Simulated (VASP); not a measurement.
A run of VASP 6.6.1 is set up as follows.

Contents of INCAR:

```
PREC = Accurate ; ENCUT = 600
EDIFF = 1E-6 ; ISMEAR = -1
SIGMA = 0.05 ; LREAL = F
LASPH = T ; NELM = 80
ALGO = Normal ; ISIF = 3
LWAVE = F ; LCHARG = F
GGA = RE ; IBRION = 2
NSW = 80 ; EDIFFG = -0.005
```

KPOINTS

```
Automatic mesh
0
Gamma
  9 9 9
```

POSCAR

```
SrO
1.0
    0.0000000000      2.5663000000      2.5663000000
    2.5663000000      0.0000000000      2.5663000000
    2.5663000000      2.5663000000      0.0000000000
Sr O
1 1
Direct
    0.5000000000      0.5000000000      0.5000000000
    0.0000000000      0.0000000000      0.0000000000
```

Potentials or basis: VASP PAW PBE potentials, release 64 (Sr_sv, O).

The run is started by

```console
$ cat potpaw_PBE.64/Sr_sv/POTCAR potpaw_PBE.64/O/POTCAR > POTCAR
$ mpirun -np 1 vasp_std > vasp.out
```

Task: What does it give for the relaxed cell?

Result: a = 3.712 Å, b = 3.712 Å, c = 3.712 Å, α = 60.00°, β = 60.00°, γ = 60.00°.

Task: Predict the space group after relaxing (to 0.1 Å).

Result: Fm-3m (No. 225).

Final structure:
```
Sr O
1.0
     0.00000    2.62466    2.62466
     2.62466    0.00000    2.62466
     2.62466    2.62466    0.00000
Sr O
1 1
Direct
  0.50000 0.50000 0.50000
  0.00000 0.00000 0.00000
```

 Zero-point motion and thermal expansion aren't in these numbers.
